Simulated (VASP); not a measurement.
# HgTe (Fm-3m) in VASP: settings compared, part 2 of 2

VASP 6.6.1. Earlier steps stand in the parts before.

## Step 6: Relaxation of cell and atoms, BLYP+D4

INCAR reads:

```
SYSTEM = HgTe
AGGAC    = 1.0          
AGGAX    = 1.0          
ALDAC    = 0.0          
ALDAX    = 1.0          
ALGO     = Normal         ! electronic algorithm
EDIFF    = 1E-6           ! SCF threshold, eV
EDIFFG   = -0.01          ! ionic threshold
ENCUT    = 600            ! plane-wave cutoff, eV
GGA      = B5             ! functional
IBRION   = 2              ! ionic algorithm
ISIF     = 3              ! what is computed and relaxed
ISMEAR   = -1             ! smearing method
IVDW     = 13             ! dispersion correction
LASPH    = .TRUE.         ! aspherical terms in the spheres
LCHARG   = .FALSE.        ! write CHGCAR
LREAL    = .FALSE.        ! projectors in reciprocal space
LWAVE    = .FALSE.        ! write WAVECAR
NELM     = 60             ! most SCF steps
NSW      = 60             ! ionic steps
PREC     = Accurate       ! precision mode
SIGMA    = 0.05           ! smearing width, eV
VDW_A1   = 0.44488865   
VDW_A2   = 4.0933009    
VDW_S6   = 1.0          
VDW_S8   = 2.34076671
```

KPOINTS reads:

```
k-points
0
G
  7 7 7
  0 0 0
```

POSCAR reads:

```
HgTe
1.0
    0.0000000000      3.1800000000      3.1800000000
    3.1800000000      0.0000000000      3.1800000000
    3.1800000000      3.1800000000      0.0000000000
Hg Te
1 1
Direct
    0.0000000000      0.0000000000      0.0000000000
    0.5000000000      0.5000000000      0.5000000000
```

Potentials or basis: VASP PAW PBE potentials, release 64 (Hg, Te).

Started as:

```
> cat potpaw_PBE.64/Hg/POTCAR potpaw_PBE.64/Te/POTCAR > POTCAR
> mpirun -np 1 vasp_std > vasp.out
```

OUTCAR:

```text
SYSTEM = HgTe
   EDIFF = 1E-6
   EDIFFG = -0.01
   ENCUT = 600
   GGA = B5
   IBRION = 2
   ISIF = 3
   ISMEAR = -1
   IVDW = 13
   LASPH = .TRUE.
   LREAL = .FALSE.
   NELM = 60
   NSW = 60
   PREC = Accurate

 ion  position               nearest neighbor table
   1  0.000  0.000  0.000-   2 3.18   2 3.18   2 3.18   2 3.18   2 3.18   2 3.18
   2  0.500  0.500  0.500-   1 3.18   1 3.18   1 3.18   1 3.18   1 3.18   1 3.18

  LATTYP: Found a face centered cubic cell.
 ALAT       =     6.3600000000

  Lattice vectors:

 A1 = (   0.0000000000,   3.1800000000,   3.1800000000)
 A2 = (   3.1800000000,   0.0000000000,   3.1800000000)
 A3 = (   3.1800000000,   3.1800000000,   0.0000000000)

Analysis of symmetry for initial positions (statically):
=====================================================================
 Subroutine PRICEL returns:
 Original cell was already a primitive cell.

 Routine SETGRP: Setting up the symmetry group for a
 face centered cubic supercell.

 Subroutine GETGRP returns: Found 48 space group operations
 (whereof 48 operations were pure point group operations)
 out of a pool of 48 trial point group operations.

The static configuration has the point symmetry O_h .

Analysis of symmetry for dynamics (positions and initial velocities):
=====================================================================
 Subroutine PRICEL returns:
 Original cell was already a primitive cell.

 Routine SETGRP: Setting up the symmetry group for a
 face centered cubic supercell.

 Subroutine GETGRP returns: Found 48 space group operations
 (whereof 48 operations were pure point group operations)
 out of a pool of 48 trial point group operations.

The dynamic configuration has the point symmetry O_h .

 Subroutine INISYM returns: Found 48 space group operations
 (whereof 48 operations are pure point group operations),
 and found     1 'primitive' translations

----------------------------------------------------------------------------------------

                                     Primitive cell

  volume of cell :      64.3149

  direct lattice vectors                    reciprocal lattice vectors
     0.000000000  3.180000000  3.180000000    -0.157232704  0.157232704  0.157232704
[... 84 lines left out ...]
   NSW    =     60    number of steps for IOM
   IBRION =      2    ionic relax: 0-MD 1-quasi-New 2-CG
   NFREE  =      1    steps in history (QN), initial steepest desc. (CG)
   ISIF   =      3    stress and relaxation
   ISYM   =      2    0-nonsym 1-usesym 2-fastsym
   POTIM  = 0.5000    time-step for ionic-motion
   TEBEG  =    0.0;   TEEND  =   0.0 temperature during run
   PSTRESS=    0.0 pullay stress
   NELECT =      18.0000    total number of electrons
   NUPDOWN=      -1.0000    fix difference up-down
   EMIN   =  10.00;   EMAX   =-10.00  energy-range for DOS
   EFERMI =   0.00;   METHOD = LEGACY
   ISMEAR =    -1;   SIGMA  =   0.05  broadening in eV -4-tet -1-fermi 0-gaus
   EFERMI_NEDOS =   21; number of points for ismear=-14 and -15
   IALGO  =     38    algorithm
   IMIX   =      4    mixing-type and parameters
     AMIX     =   0.40;   BMIX     =  1.00
     AMIX_MAG =   1.60;   BMIX_MAG =  1.00
  volume/ion in A,a.u.               =      32.16       217.01
  Fermi-wavevector in a.u.,A,eV,Ry     =   1.070850  2.023613 15.602062  1.146719
  Thomas-Fermi vector in A             =   2.206572
   LORBIT       =      0    0 simple, 1 ext, 2 COOP (PROOUT), +10 PAW based schemes
   GGA     = B5    functional components
   LHFCALC =     F    Hartree Fock is set to
   AEXX    =    0.0000 exact exchange contribution
   IVDW    =    13    specifies the selected vdW correction
   LEPSILON=     F    determine dielectric tensor
   LRPA    =     F    only Hartree local field effects (RPA)
 conjugate gradient relaxation of ions
 non-spin polarized calculation
  energy-cutoff  :      600.00
  volume of cell :       64.31
 maximum number of plane-waves:      2168
   NGX = 17   NGY = 17   NGZ = 17

--------------------------------------- Ionic step        1  -------------------------------------------

 number of electron      17.9999998 magnetization

 Free energy of the ion-electron system (eV)
  ---------------------------------------------------
  ext. energy  EPLUGINS =         0.00000000
  ---------------------------------------------------
  free energy    TOTEN  =        -2.27419791 eV

  energy without entropy =       -2.26543585  energy(sigma->0) =       -2.26981688

------------------------ aborting loop because EDIFF is reached ----------------------------------------

  DFT-D4 for vdW energy calculation

  Edisp (eV):   -1.56083
[... 71 lines left out ...]
--------------------------------------- Ionic step        3  -------------------------------------------

 number of electron      17.9999998 magnetization

 Free energy of the ion-electron system (eV)
  ---------------------------------------------------
  ext. energy  EPLUGINS =         0.00000000
  ---------------------------------------------------
  free energy    TOTEN  =        -2.18231492 eV

  energy without entropy =       -2.17592336  energy(sigma->0) =       -2.17911914

 E-fermi :   4.7323     XC(G=0):  -9.1870

 val. band max:        4.6975813937   @ k =  -0.1429   0.1429   0.0000
 cond. band min:       4.8524930496   @ k =   0.2857   0.2857   0.0000
 fundamental gap:      0.1549116559
 Fermi energy:         4.7322545930

 k-point     1 :       0.0000    0.0000    0.0000
  band No.  band energies     occupation
      1      -7.2407      2.00000
      2      -2.0019      2.00000
      3      -2.0019      2.00000
      4      -1.9408      2.00000
      5      -1.9408      2.00000
      6      -1.9408      2.00000
      7       3.6061      2.00000
      8       3.9892      2.00000
      9       3.9892      2.00000
     10       3.9892      2.00000
     11      12.3990      0.00000
     12      12.3990      0.00000
     13      12.3990      0.00000
[... 335 lines left out ...]
  FREE ENERGIE OF THE ION-ELECTRON SYSTEM (eV)
  ---------------------------------------------------
  free  energy   TOTEN  =        -3.9303817411 eV

  energy  without entropy=       -3.9239901819  energy(sigma->0) =       -3.92718596

 reached required accuracy - stopping structural energy minimisation
```

CONTCAR:

```text
HgTe
   1.00000000000000
     0.0000000000000000    3.0656416820388577    3.0656416820388577
     3.0656416820388577    0.0000000000000000    3.0656416820388577
     3.0656416820388577    3.0656416820388577    0.0000000000000000
  Hg              Te
     1     1
Direct
     0.0000000000000000    0.0000000000000000    0.0000000000000000
     0.5000000000000000    0.5000000000000000    0.5000000000000000

  0.00000000E+00  0.00000000E+00  0.00000000E+00
  0.00000000E+00  0.00000000E+00  0.00000000E+00
```

It took 40 s on 1 thread of Intel Xeon 6975P-C (Granite Rapids), shared host; peak memory 0.22 GiB.

What came out:

- Free energy: -3.9304 eV
- Relaxed volume: 28.81 Å³/atom
- Relaxed cell: a = 4.335 Å, b = 4.335 Å, c = 4.335 Å, α = 60.00°, β = 60.00°, γ = 60.00°
- Space group after relaxing (to 0.1 Å): Fm-3m (No. 225)
- Energy gained by relaxing: 47.7 meV/atom
- Ionic steps: 3
- Pressure after relaxing: 0.0 GPa
- Band gap on the k mesh: zero (bands 9 and 10 overlap by 2.34 eV)
- Dispersion energy per atom: -0.874 eV

Step by step:
```tsv
step	energy change (eV)	largest force (eV/Å)	pressure (GPa)	volume (Å³)
1	0.0000	0.0000	-4.06	64.31
2	-0.0943	0.0000	0.55	57.02
3	-0.0954	0.0000	0.01	57.62
```

Final structure:
```xyz
2
Lattice="0.0000 3.0656 3.0656 3.0656 0.0000 3.0656 3.0656 3.0656 0.0000" Properties=species:S:1:pos:R:3 pbc="T T T"
Hg    0.0000    0.0000    0.0000
Te    3.0656    3.0656    3.0656
```

Levels at points of the mesh, in eV from the Fermi level:
| k point | band 7 | band 8 | band 9 | band 10 | band 11 | band 12 |
| --- | --- | --- | --- | --- | --- | --- |
| (0.00, 0.00, 0.00) | -1.13 | -0.74 | -0.74 | -0.74 | 7.67 | 7.67 |

Caveat: the PAW data sets were made with another functional, which shifts forces and pressure a little; spin-orbit coupling is left out, which moves the levels of the heavy elements.

## Step 7: Overview

```tsv
task	level	cell	k mesh	cutoff (eV)	smearing	grid for exact exchange (PRECFOCK)	share of exact exchange	screening parameter	gap on the mesh (eV)	pressure (GPa)
single point	PBE-based screened hybrid with 25 % exact exchange	a = 4.497 Å, angles 60.0°, 2 atoms	5 × 5 × 5	400	fermi-dirac 0.1 eV	Normal	0.25	0.3 1/Å	none	-5.0
single point	BLYP+D4	a = 4.324 Å, angles 60.0°, 2 atoms	7 × 7 × 7	520	fermi-dirac 0.05 eV	-	-	-	none	0.4
single point	PBE	a = 4.497 Å, angles 60.0°, 2 atoms	7 × 7 × 7	520	gaussian 0.029 eV	-	-	-	none	-3.7
single point	PBE	a = 4.497 Å, angles 60.0°, 2 atoms	7 × 7 × 7	520	gaussian 0.03 eV	-	-	-	none	-3.7
relaxation of cell and atoms	BLYP+D4	relaxed from a = 4.497 Å, angles 60.0°, 2 atoms	7 × 7 × 7	600	fermi-dirac 0.05 eV	-	-	-	none	0.0
```

Alike in all rows: potentials or basis VASP PAW PBE potentials, release 64 (Hg, Te); no spin polarisation.

The pressure there spans -5.0 GPa (PBE-based screened hybrid with 25 % exact exchange) to -3.7 GPa (PBE); a positive pressure means that this level wants a larger cell, a negative one a smaller.

Caveats: spin-orbit coupling is left out, which moves the levels of the heavy elements; the cell stands under tension (at least some runs); the PAW data sets were made with another functional, which shifts forces and pressure a little (at least some runs).

Absolute energies hang on the potentials; compare differences alone.
